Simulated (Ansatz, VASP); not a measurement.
**Hf: VASP beside Ansatz**

Contents of INCAR:

```
  ALGO = Normal
  EDIFF = 1E-6
  ENCUT = 520
  GGA = RE
  ISIF = 2
  ISMEAR = -1
  LASPH = T
  LCHARG = T
  LELF = T
  LREAL = F
  LVHAR = T
  LWAVE = F
  NBANDS = 11
  NELM = 80
  PREC = Accurate
  SIGMA = 0.1
```

File KPOINTS:

```
k-points
0
Gamma
  14 14 14
```

The input POSCAR:

```
Hf
1.0
   -1.7871701070      1.7871701070      1.7871701070
    1.7871701070     -1.7871701070      1.7871701070
    1.7871701070      1.7871701070     -1.7871701070
Hf
1
Direct
    0.0000000000      0.0000000000      0.0000000000
```

Input for Ansatz:

```yaml
crystal:
  lattice:
    - [-1.787170107, 1.787170107, 1.787170107]
    - [1.787170107, -1.787170107, 1.787170107]
    - [1.787170107, 1.787170107, -1.787170107]
  atoms:
    - { symbol: Hf, position: [0.0, 0.0, 0.0] }
hamiltonian:
  xc: revpbe
  pseudopotentials:
    kind: paw
    azcp:
      Hf: "pseudopotentials/Hf.paw.azcp"
basis:
  ecutwfc: 420
  fft_grid_basis: typed
kpoints:
  mp_grid: { grid: [14, 14, 14], shift: [0, 0, 0] }
magnetization:
  spin_polarized: false
scf:
  occupations: { method: fermi_dirac, width: 0.1 }
  lower_state_search: "off"
output:
  stress: true
```

Alike in both runs: task single point; functional revPBE; k mesh 14 × 14 × 14; occupations fermi-dirac, width 0.1 eV; no spin polarisation.

```csv
,VASP,Ansatz
version,VASP 6.6.1,Ansatz 0.2.0
potentials or method,"VASP PAW PBE potentials, release 64 (Hf_pv), cutoff 520 eV","plane waves (420 eV) with PAW, scalar-relativistic"
valence electrons in the cell,10,26
```

|  | VASP | Ansatz | Ansatz less VASP |
| --- | --- | --- | --- |
| pressure (GPa) | -0.4 | 0.0 | +0.38 |

VASP's potentials were made for PBE, not for revPBE. VASP's potentials hold 10 valence electrons a cell and Ansatz's 26, so a difference there can come from the potentials and not from the codes.

Spin-orbit coupling is off throughout.
